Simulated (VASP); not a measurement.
# Cs2Cd2C5 (P4/mmm) in VASP: single point with PBE

Aim: the single point of Cs2Cd2C5 with PBE.

All numbers are computed with VASP 6.6.1; they aren't measurements. Logs are shortened: lines on timing, memory, paths and dates and some standing lists are left out, and cuts for length are marked.

## (1) The cell of the first run

Symmetry: P4/mmm, No. 123, tetragonal system. Conventional cell: a = 4.633 Å, b = 4.633 Å, c = 9.244 Å, α = 90.00°, β = 90.00°, γ = 90.00°. Within 4.1 Å of Cs (site symmetry 4/mmm) lie 8 C at 3.09 Å and 8 Cd at 4.04 Å. Cs (site symmetry 4/mmm) has 12 C at 3.28 to 3.47 Å and 8 Cd at 3.97 Å within 4.3 Å. Within 3.0 Å of Cd (site symmetry 4mm) lie 5 C at 2.25 to 2.34 Å. C (site symmetry 2mm) has 2 Cd at 2.34 Å and 2 Cs at 3.09 Å within 3.1 Å. C (site symmetry 4/mmm) has 2 Cd at 2.25 Å within 3.0 Å.

The cell was built from a structure type or drawn by symmetry, and may not be a known phase.

## (2) Single point, PBE

Contents of INCAR:

```
PREC = Accurate
ENCUT = 520
EDIFF = 1E-7
ISMEAR = 0
SIGMA = 0.1
LREAL = F
LASPH = T
NELM = 80
ALGO = Normal
ISIF = 2
LWAVE = F
LCHARG = F
GGA = PE
NBANDS = 41
```

Contents of KPOINTS:

```
Automatic mesh
0
Gamma
  4 4 2
```

Contents of POSCAR:

```
Cs2Cd2C5
1.0
    4.6328724000      0.0000000000      0.0000000000
    0.0000000000      4.6328724000      0.0000000000
    0.0000000000      0.0000000000      9.2435174800
Cs Cd C
2 2 5
Direct
    0.0000000000      0.0000000000      0.0000000000
    0.0000000000      0.0000000000      0.5000000000
    0.5000000000      0.5000000000      0.2566320000
    0.5000000000      0.5000000000      0.7433680000
    0.5000000000      0.0000000000      0.2209000000
    0.5000000000      0.0000000000      0.7791000000
    0.5000000000      0.5000000000      0.5000000000
    0.0000000000      0.5000000000      0.2209000000
    0.0000000000      0.5000000000      0.7791000000
```

Potentials or basis: VASP PAW PBE potentials, release 64 (Cs_sv, Cd, C).

The run is started by

```sh
$ cat potpaw_PBE.64/Cs_sv/POTCAR potpaw_PBE.64/Cd/POTCAR potpaw_PBE.64/C/POTCAR > POTCAR
$ mpirun -np 1 vasp_std > vasp.out
```

OUTCAR:

```text
PREC = Accurate
   ENCUT = 520
   EDIFF = 1E-7
   ISMEAR = 0
   LREAL = F
   LASPH = T
   NELM = 80
   ISIF = 2
   GGA = PE

 ion  position               nearest neighbor table
   1  0.000  0.000  0.000-
   2  0.000  0.000  0.500-
   3  0.500  0.500  0.257-   7 2.25   5 2.34   8 2.34   5 2.34   8 2.34
   4  0.500  0.500  0.743-   7 2.25   6 2.34   9 2.34   6 2.34   9 2.34
   5  0.500  0.000  0.221-   3 2.34   3 2.34
   6  0.500  0.000  0.779-   4 2.34   4 2.34
   7  0.500  0.500  0.500-   3 2.25   4 2.25
   8  0.000  0.500  0.221-   3 2.34   3 2.34
   9  0.000  0.500  0.779-   4 2.34   4 2.34

  LATTYP: Found a simple tetragonal cell.
 ALAT       =     4.6328724000
 C/A-ratio  =     1.9952022594

  Lattice vectors:

 A1 = (   4.6328724000,   0.0000000000,   0.0000000000)
 A2 = (   0.0000000000,   4.6328724000,   0.0000000000)
 A3 = (   0.0000000000,   0.0000000000,   9.2435174800)

Analysis of symmetry for initial positions (statically):
=====================================================================
 Subroutine PRICEL returns:
 Original cell was already a primitive cell.

 Routine SETGRP: Setting up the symmetry group for a
 simple tetragonal supercell.

 Subroutine GETGRP returns: Found 16 space group operations
 (whereof 16 operations were pure point group operations)
 out of a pool of 16 trial point group operations.

The static configuration has the point symmetry D_4h.

Analysis of symmetry for dynamics (positions and initial velocities):
=====================================================================
 Subroutine PRICEL returns:
 Original cell was already a primitive cell.

 Routine SETGRP: Setting up the symmetry group for a
 simple tetragonal supercell.

 Subroutine GETGRP returns: Found 16 space group operations
 (whereof 16 operations were pure point group operations)
 out of a pool of 16 trial point group operations.

The dynamic configuration has the point symmetry D_4h.

 Subroutine INISYM returns: Found 16 space group operations
 (whereof 16 operations are pure point group operations),
 and found     1 'primitive' translations

----------------------------------------------------------------------------------------

                                     Primitive cell

  volume of cell :     198.3983

  direct lattice vectors                    reciprocal lattice vectors
     4.632872400  0.000000000  0.000000000     0.215848811  0.000000000  0.000000000
     0.000000000  4.632872400  0.000000000     0.000000000  0.215848811  0.000000000
     0.000000000  0.000000000  9.243517480     0.000000000  0.000000000  0.108183925

  length of vectors
     4.632872400  4.632872400  9.243517480     0.215848811  0.215848811  0.108183925

  position of ions in fractional coordinates (direct lattice)
     0.000000000  0.000000000  0.000000000
     0.000000000  0.000000000  0.500000000
     0.500000000  0.500000000  0.256632000
     0.500000000  0.500000000  0.743368000
     0.500000000  0.000000000  0.220900000
     0.500000000  0.000000000  0.779100000
     0.500000000  0.500000000  0.500000000
     0.000000000  0.500000000  0.220900000
     0.000000000  0.500000000  0.779100000

  ion indices of the primitive-cell ions
   primitive index   ion index
                 1           1
                 2           2
                 3           3
                 4           4
                 5           5
                 6           6
                 7           7
                 8           8
                 9           9

----------------------------------------------------------------------------------------

 KPOINTS: Automatic mesh

Automatic generation of k-mesh.
 Grid dimensions read from file:
 generate k-points for:    4    4    2

 Generating k-lattice:

  Cartesian coordinates                     Fractional coordinates (reciprocal lattice)
     0.053962203  0.000000000  0.000000000     0.250000000  0.000000000  0.000000000
     0.000000000  0.053962203  0.000000000     0.000000000  0.250000000  0.000000000
     0.000000000  0.000000000  0.054091962     0.000000000  0.000000000  0.500000000

  Length of vectors
     0.053962203  0.053962203  0.054091962

  Shift w.r.t. Gamma in fractional coordinates (k-lattice)
     0.000000000  0.000000000  0.000000000

 Subroutine IBZKPT returns following result:
 ===========================================

 Found     12 irreducible k-points:

 Following reciprocal coordinates:
            Coordinates               Weight
  0.000000  0.000000  0.000000      1.000000
  0.250000  0.000000  0.000000      4.000000
  0.500000  0.000000  0.000000      2.000000
  0.250000  0.250000  0.000000      4.000000
  0.500000  0.250000  0.000000      4.000000
  0.500000  0.500000  0.000000      1.000000
  0.000000  0.000000  0.500000      1.000000
  0.250000  0.000000  0.500000      4.000000
  0.500000  0.000000  0.500000      2.000000
  0.250000  0.250000  0.500000      4.000000
  0.500000  0.250000  0.500000      4.000000
  0.500000  0.500000  0.500000      1.000000
   k-points           NKPTS =     12   k-points in BZ     NKDIM =     12   number of bands    NBANDS=     41
   number of dos      NEDOS =    301   number of ions     NIONS =      9
   total plane-waves  NPLWV =  90720
   dimension x,y,z NGX =    36 NGY =   36 NGZ =   70
   dimension x,y,z NGXF=    72 NGYF=   72 NGZF=  140
   ions per type =               2   2   5
   NGX,Y,Z   is equivalent  to a cutoff of  12.92, 12.92, 12.59 a.u.
   NGXF,Y,Z  is equivalent  to a cutoff of  25.84, 25.84, 25.18 a.u.
 SYSTEM =  unknown system
   PREC   = accura    normal or accurate (medium, high low for compatibility)
   ISTART =      0    job   : 0-new  1-cont  2-samecut
   ICHARG =      2    charge: 1-file 2-atom 10-const
   ISPIN  =      1    spin polarized calculation?
   LNONCOLLINEAR =      F non collinear calculations
   LSORBIT =      F    spin-orbit coupling
   LASPH  =      T    aspherical Exc in radial PAW
   ENCUT  =  520.0 eV  38.22 Ry    6.18 a.u.   8.61  8.61 17.19*2*pi/ulx,y,z
   NELM   =     80;   NELMIN=  2; NELMDL= -5     # of ELM steps
   EDIFF  = 0.1E-06   stopping-criterion for ELM
   LREAL  =      F    real-space projection
   EDIFFG = 0.1E-05   stopping-criterion for IOM
   NSW    =      0    number of steps for IOM
   IBRION =     -1    ionic relax: 0-MD 1-quasi-New 2-CG
   NFREE  =      0    steps in history (QN), initial steepest desc. (CG)
   ISIF   =      2    stress and relaxation
   ISYM   =      2    0-nonsym 1-usesym 2-fastsym
   POTIM  = 0.5000    time-step for ionic-motion
   TEBEG  =    0.0;   TEEND  =   0.0 temperature during run
   PSTRESS=    0.0 pullay stress
   NELECT =      62.0000    total number of electrons
   NUPDOWN=      -1.0000    fix difference up-down
   EMIN   =  10.00;   EMAX   =-10.00  energy-range for DOS
   EFERMI =   0.00;   METHOD = LEGACY
   ISMEAR =     0;   SIGMA  =   0.10  broadening in eV -4-tet -1-fermi 0-gaus
   EFERMI_NEDOS =   21; number of points for ismear=-14 and -15
   IALGO  =     38    algorithm
   IMIX   =      4    mixing-type and parameters
     AMIX     =   0.40;   BMIX     =  1.00
     AMIX_MAG =   1.60;   BMIX_MAG =  1.00
  volume/ion in A,a.u.               =      22.04       148.76
  Fermi-wavevector in a.u.,A,eV,Ry     =   1.110945  2.099383 16.792309  1.234200
  Thomas-Fermi vector in A             =   2.247503
   LORBIT       =      0    0 simple, 1 ext, 2 COOP (PROOUT), +10 PAW based schemes
   GGA     = PE    functional components
   LHFCALC =     F    Hartree Fock is set to
   AEXX    =    0.0000 exact exchange contribution
   IVDW    =     0    specifies the selected vdW correction
   LEPSILON=     F    determine dielectric tensor
   LRPA    =     F    only Hartree local field effects (RPA)
 non-spin polarized calculation
 Gauss-broadening in eV      SIGMA  =   0.10
  energy-cutoff  :      520.00
  volume of cell :      198.40
 maximum number of plane-waves:      5361
 NGX is ok and might be reduce to    36
   NGX = 17   NGY = 17   NGZ = 35

 number of electron      62.0000002 magnetization

 Free energy of the ion-electron system (eV)
  ---------------------------------------------------
  ext. energy  EPLUGINS =         0.00000000
  ---------------------------------------------------
  free energy    TOTEN  =       -24.35262711 eV

  energy without entropy =      -24.30659191  energy(sigma->0) =      -24.32960951

 E-fermi :   1.2832     XC(G=0):  -9.2799

 val. band max:        1.2505534346   @ k =   0.5000   0.5000   0.0000
 cond. band min:       1.2883324420   @ k =   0.2500   0.2500   0.5000
 fundamental gap:      0.0377790075
 Fermi energy:         1.2831856604

 k-point     1 :       0.0000    0.0000    0.0000
  band No.  band energies     occupation
      1     -19.2253      2.00000
      2     -19.0449      2.00000
      3      -9.4218      2.00000
      4      -8.9954      2.00000
      5      -8.6303      2.00000
      6      -8.5806      2.00000
[... 33 lines left out ...]
     40       5.7416      0.00000
     41       6.3028      0.00000

 k-point     2 :       0.2500    0.0000    0.0000
  band No.  band energies     occupation
      1     -19.2106      2.00000
      2     -19.0310      2.00000
      3      -9.1347      2.00000
      4      -9.0301      2.00000
      5      -8.6919      2.00000
      6      -8.4382      2.00000
[... 33 lines left out ...]
     40       6.7052      0.00000
     41       7.0192      0.00000

 k-point     3 :       0.5000    0.0000    0.0000
  band No.  band energies     occupation
      1     -19.1958      2.00000
      2     -19.0169      2.00000
      3      -9.1717      2.00000
      4      -8.7496      2.00000
      5      -8.7490      2.00000
      6      -8.2824      2.00000
[... 33 lines left out ...]
     40       7.3851      0.00000
     41       7.7546      0.00000

 k-point     4 :       0.2500    0.2500    0.0000
  band No.  band energies     occupation
      1     -19.1962      2.00000
      2     -19.0180      2.00000
      3      -8.8652      2.00000
      4      -8.8240      2.00000
      5      -8.5972      2.00000
      6      -8.4846      2.00000
[... 33 lines left out ...]
     40       6.9865      0.00000
     41       7.2580      0.00000

 k-point     5 :       0.5000    0.2500    0.0000
  band No.  band energies     occupation
      1     -19.1818      2.00000
      2     -19.0048      2.00000
      3      -8.8949      2.00000
      4      -8.6229      2.00000
      5      -8.3946      2.00000
      6      -8.0749      2.00000
[... 33 lines left out ...]
     40       7.9835      0.00000
     41       8.0434      0.00000

 k-point     6 :       0.5000    0.5000    0.0000
  band No.  band energies     occupation
      1     -19.1677      2.00000
      2     -18.9927      2.00000
      3      -8.6416      2.00000
      4      -8.3182      2.00000
      5      -8.3182      2.00000
      6      -7.7385      2.00000
[... 33 lines left out ...]
     40       7.7897      0.00000
     41       7.7897      0.00000

 k-point     7 :       0.0000    0.0000    0.5000
  band No.  band energies     occupation
      1     -19.2239      2.00000
      2     -19.0466      2.00000
      3      -9.3280      2.00000
      4      -9.1004      2.00000
      5      -8.6349      2.00000
      6      -8.5729      2.00000
[... 33 lines left out ...]
     40       4.9522      0.00000
     41       6.6459      0.00000

 k-point     8 :       0.2500    0.0000    0.5000
  band No.  band energies     occupation
      1     -19.2094      2.00000
      2     -19.0324      2.00000
      3      -9.1192      2.00000
      4      -8.9852      2.00000
      5      -8.7204      2.00000
      6      -8.4358      2.00000
[... 33 lines left out ...]
     40       6.3474      0.00000
     41       7.2732      0.00000

 k-point     9 :       0.5000    0.0000    0.5000
  band No.  band energies     occupation
      1     -19.1947      2.00000
      2     -19.0181      2.00000
      3      -9.0374      2.00000
      4      -8.9909      2.00000
      5      -8.6569      2.00000
      6      -8.1785      2.00000
[... 33 lines left out ...]
     40       7.4626      0.00000
     41       7.7390      0.00000

 k-point    10 :       0.2500    0.2500    0.5000
  band No.  band energies     occupation
      1     -19.1951      2.00000
      2     -19.0192      2.00000
      3      -8.8879      2.00000
      4      -8.7258      2.00000
      5      -8.6534      2.00000
      6      -8.4551      2.00000
[... 33 lines left out ...]
     40       7.1492      0.00000
     41       7.5313      0.00000

 k-point    11 :       0.5000    0.2500    0.5000
  band No.  band energies     occupation
      1     -19.1808      2.00000
      2     -19.0059      2.00000
      3      -8.8153      2.00000
      4      -8.6927      2.00000
      5      -8.4245      2.00000
      6      -8.0843      2.00000
[... 33 lines left out ...]
     40       7.7219      0.00000
     41       8.1366      0.00000

 k-point    12 :       0.5000    0.5000    0.5000
  band No.  band energies     occupation
      1     -19.1668      2.00000
      2     -18.9937      2.00000
      3      -8.6374      2.00000
      4      -8.2653      2.00000
      5      -8.2653      2.00000
      6      -7.8507      2.00000
[... 33 lines left out ...]
     40       7.7193      0.00000
     41       7.9393      0.00000

------------------------ aborting loop because EDIFF is reached ----------------------------------------

  FORCE on cell =-STRESS in cart. coord.  units (eV):
  Direction    XX          YY          ZZ          XY          YZ          ZX
  --------------------------------------------------------------------------------------
  -------------------------------------------------------------------------------------
  Total       -3.4176844     -3.4176844      3.0968592      0.0000000      0.0000000      0.0000000
  in kB      -27.5997144    -27.5997144     25.0088718      0.0000000      0.0000000      0.0000000
  external PRESSURE =     -10.0635190 kB  Pullay stress =       0.0000000 kB

 VOLUME and BASIS-vectors are now :
 -----------------------------------------------------------------------------
  energy-cutoff  :      520.00
  volume of cell :      198.40
      direct lattice vectors                 reciprocal lattice vectors
     4.632872400  0.000000000  0.000000000     0.215848811  0.000000000  0.000000000
     0.000000000  4.632872400  0.000000000     0.000000000  0.215848811  0.000000000
     0.000000000  0.000000000  9.243517480     0.000000000  0.000000000  0.108183925

 POSITION                                       TOTAL-FORCE (eV/Angst)
 -----------------------------------------------------------------------------------
      0.00000      0.00000      0.00000         0.000000      0.000000      0.000000
      0.00000      0.00000      4.62176         0.000000      0.000000      0.000000
      2.31644      2.31644      2.37218         0.000000     -0.000000      0.186505
      2.31644      2.31644      6.87134         0.000000      0.000000     -0.186505
      2.31644      0.00000      2.04189        -0.000000     -0.000000     -0.078116
      2.31644      0.00000      7.20162         0.000000      0.000000      0.078116
      2.31644      2.31644      4.62176         0.000000      0.000000      0.000000
      0.00000      2.31644      2.04189         0.000000     -0.000000     -0.078116
      0.00000      2.31644      7.20162        -0.000000      0.000000      0.078116
 -----------------------------------------------------------------------------------
    total drift:                                0.000000      0.000000     -0.000000

  FREE ENERGIE OF THE ION-ELECTRON SYSTEM (eV)
  ---------------------------------------------------
  free  energy   TOTEN  =       -24.3526271147 eV

  energy  without entropy=      -24.3065919116  energy(sigma->0) =      -24.32960951
```

Wall time 2.8 min (1 thread of Intel Xeon Platinum 8488C (Sapphire Rapids), shared host); peak memory 0.32 GiB.

What came out:

```yaml
Free_energy: -24.3526 eV
Pressure: -1.0 GPa
Largest_force: 0.187 eV/Å
Band_gap_on_the_k_mesh: zero (bands 31 and 32 overlap by 0.50 eV)
```

Forces in eV/Å, atoms in the order of the input:
```
Cs   0.000  0.000  0.000
Cs   0.000  0.000  0.000
Cd   0.000  0.000  0.187
Cd   0.000  0.000 -0.187
C    0.000  0.000 -0.078
C    0.000  0.000  0.078
C    0.000  0.000  0.000
C    0.000  0.000 -0.078
C    0.000  0.000  0.078
```

Caveat: spin-orbit coupling is left out, which moves the levels of the heavy elements.
